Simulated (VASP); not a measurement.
Runs of VASP 6.6.1 on AgIr2. The structure is that of space group P6/mmm (No. 191), or close to it. The cells are those of the table. 

```csv
task,cell,k mesh,cutoff (eV),gap on the mesh (eV),pressure (GPa),relaxed volume (Å³/atom)
relaxation of cell and atoms,"relaxed from a = 4.506, b = 4.506, c = 2.676 Å, angles 90.0, 90.0, 120.0°, 3 atoms",6 × 6 × 6,600,none,0.0,(a)
single point,"a = 4.468, b = 4.468, c = 2.741 Å, angles 90.0, 90.0, 120.0°, 3 atoms",12 × 12 × 16,520,none,0.0,-
single point,"a = 4.452, b = 4.452, c = 2.776 Å, angles 90.0, 90.0, 120.0°, 3 atoms",6 × 6 × 6,520,none,0.0,-
single point,"a = 4.506, b = 4.506, c = 2.676 Å, angles 90.0, 90.0, 120.0°, 3 atoms",6 × 6 × 4,520,none,0.1,-
relaxation of cell and atoms,"relaxed from a = 4.452, b = 4.452, c = 2.776 Å, angles 90.0, 90.0, 120.0°, 3 atoms",12 × 12 × 16,600,none,0.0,15.80
```

Alike in all rows: level PBE; potentials or basis VASP PAW PBE potentials, release 64 (Ag, Ir); no spin polarisation; smearing gaussian 0.1 eV.

**Question.** Fill in the values left out.

**Answer.** (a) 15.87.

Caveats: some runs use coarse meshes; spin-orbit coupling is left out, which moves the levels of the heavy elements.

A k mesh can miss the band edges, and the runs leave out spin-orbit coupling on Ag, Ir.

A gap of «none» marks levels without a gap at the run's occupations.
